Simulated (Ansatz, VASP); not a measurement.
# One calculation of NaHF2, two programs

Contents of INCAR:

```
PREC     = Accurate       # precision mode
ENCUT    = 520            # plane-wave cutoff, eV
EDIFF    = 1E-6           # SCF threshold, eV
ISMEAR   = 0              # smearing method
SIGMA    = 0.01           # smearing width, eV
LREAL    = False          # projectors in reciprocal space
LASPH    = True           # aspherical terms in the spheres
NELM     = 60             # most SCF steps
ALGO     = Normal         # electronic algorithm
ISIF     = 2              # what is computed and relaxed
LWAVE    = False          # write WAVECAR
LCHARG   = False          # write CHGCAR
GGA      = PS             # functional
NBANDS   = 19             # bands
```

KPOINTS

```
regular mesh
0
Gamma
  6 6 6
```

The input POSCAR:

```
NaHF2
1.0
    1.6977160689      0.9801768294      4.5692389230
   -1.6977160689      0.9801768294      4.5692389230
    0.0000000000     -1.9603536588      4.5692389230
Na H F
1 1 2
Direct
    0.0000000000      0.0000000000      0.0000000000
    0.5000000000      0.5000000000      0.5000000000
    0.4172389339      0.4172389339      0.4172389339
    0.5827610661      0.5827610661      0.5827610661
```

Input for Ansatz:

```yaml
crystal:
  lattice:
    - [1.6977160689, 0.9801768294, 4.569238923]
    - [-1.6977160689, 0.9801768294, 4.569238923]
    - [0.0, -1.9603536588, 4.569238923]
  atoms:
    - { symbol: Na, position: [0.0, 0.0, 0.0] }
    - { symbol: H, position: [0.5, 0.5, 0.5] }
    - { symbol: F, position: [0.4172389339, 0.4172389339, 0.4172389339] }
    - { symbol: F, position: [0.5827610661, 0.5827610661, 0.5827610661] }
kpoints:
  mp_grid: { grid: [6, 6, 6] }
hamiltonian:
  xc: pbesol
scf:
  occupations: { method: fixed }
  n_extra_bands: 24
output:
  forces: true
  stress: true
  eigenvalues: true
```

Alike in both runs: task single point; functional PBEsol; k mesh 6 × 6 × 6; no spin polarisation.

```csv
,VASP,Ansatz
version,VASP 6.6.1,Ansatz 0.2.0
potentials or method,"VASP PAW PBE potentials, release 64 (Na_pv, H, F)",plane waves
plane-wave cutoff (eV),520,420
occupations,"gaussian, width 0.01 eV",fixed
valence electrons in the cell,22,24
```

|  | VASP | Ansatz | Ansatz less VASP |
| --- | --- | --- | --- |
| gap on the k mesh at the Fermi level (eV) | 7.04 | 7.07 | +0.024 |
| pressure (GPa) | 1.9 | 1.9 | 0.00 |
| traceless stress, the component that is largest in VASP (GPa) | 0.95 | 0.51 | -0.439 |
| rms of the force components (eV/Å) | 0.070 | 0.047 | -0.0238 |

VASP's potentials were made for PBE, not for PBEsol. Atom by atom the forces differ by 0.024 eV/Å (rms over components). VASP's potentials hold 22 valence electrons a cell and Ansatz's 24, so a difference there can come from the potentials and not from the codes.
